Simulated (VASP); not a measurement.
Wanted: the native input for a VASP 6.6.1 run.

- Task: single point
- Functional: PBEsol
- Potentials or basis: VASP PAW PBE potentials, release 64 (Mn_sv, Si)
- Cutoff: 680 eV
- k mesh: 3 × 3 × 3
- Occupations: gaussian, width 0.05 eV
- Spin: no spin polarisation
- Hubbard terms: Mn d U = 3.5 eV
- Dipole correction: no
- Further INCAR settings: LREAL = Auto; ALGO = Normal; EDIFF = 1e-06; NBANDS = 52

The structure of MnSi15 lies in POSCAR:

```
MnSi15
1.0
    0.0000000000      5.4370000000      5.4370000000
    5.4370000000      0.0000000000      5.4370000000
    5.4370000000      5.4370000000      0.0000000000
Mn Si
1 15
Direct
    0.0000000000      1.0000000000      1.0000000000
    0.9996156210      0.9996156210      0.5003843790
    0.9996156210      0.5003843790      0.9996156210
    0.9996156210      0.5003843790      0.5003843790
    0.5003843790      0.9996156210      0.9996156210
    0.5003843790      0.9996156210      0.5003843790
    0.5003843790      0.5003843790      0.9996156210
    0.5000000000      0.5000000000      0.5000000000
    0.1288894793      0.1288894793      0.1288894793
    0.1288894793      0.1288894793      0.6133315620
    0.1288894793      0.6133315620      0.1288894793
    0.1256551594      0.6247816135      0.6247816135
    0.6133315620      0.1288894793      0.1288894793
    0.6247816135      0.1256551594      0.6247816135
    0.6247816135      0.6247816135      0.1256551594
    0.6247816135      0.6247816135      0.6247816135
```

These files were run (other wordings do the same):

INCAR

```
SYSTEM = MnSi15
PREC = Accurate
ENCUT = 680
EDIFF = 1E-6
ISMEAR = 0
SIGMA = 0.05
LREAL = Auto
LASPH = .TRUE.
NELM = 200
ALGO = Normal
ISIF = 2
LWAVE = .FALSE.
LCHARG = .FALSE.
LMAXMIX = 4
LDAU = .TRUE.
LDAUTYPE = 2
LDAUL = 2 -1
LDAUU = 3.5 0
LDAUJ = 0 0
LDAUPRINT = 1
GGA = PS
NBANDS = 52
GGA_COMPAT = .FALSE.
```

KPOINTS

```
Automatic mesh
0
G
  3 3 3
  0 0 0
```

Potentials or basis: VASP PAW PBE potentials, release 64 (Mn_sv, Si).

Command:

```sh
$ cat potpaw_PBE.64/Mn_sv/POTCAR potpaw_PBE.64/Si/POTCAR > POTCAR
$ mpirun -np 1 vasp_std > vasp.out
```

It gave:

* Pressure: -0.9 GPa
* Largest force: 1.459 eV/Å
* Band gap on the k mesh: zero (an odd number of electrons rules out a gap without spin polarisation)

Caveat: the PAW data sets were made with another functional, which shifts forces and pressure a little; an odd number of electrons without spin polarisation forces a metal; a magnetic or distorted state may lie lower; the run has no spin polarisation, though such a crystal can be magnetic; U without spin polarisation on a metal has little footing; the U is typed as a test and isn't derived for this compound.

Wall time 4.4 min on 1 thread of Intel(R) Xeon(R) Platinum 8559C (Emerald Rapids) (shared host), peak memory 0.67 GiB.
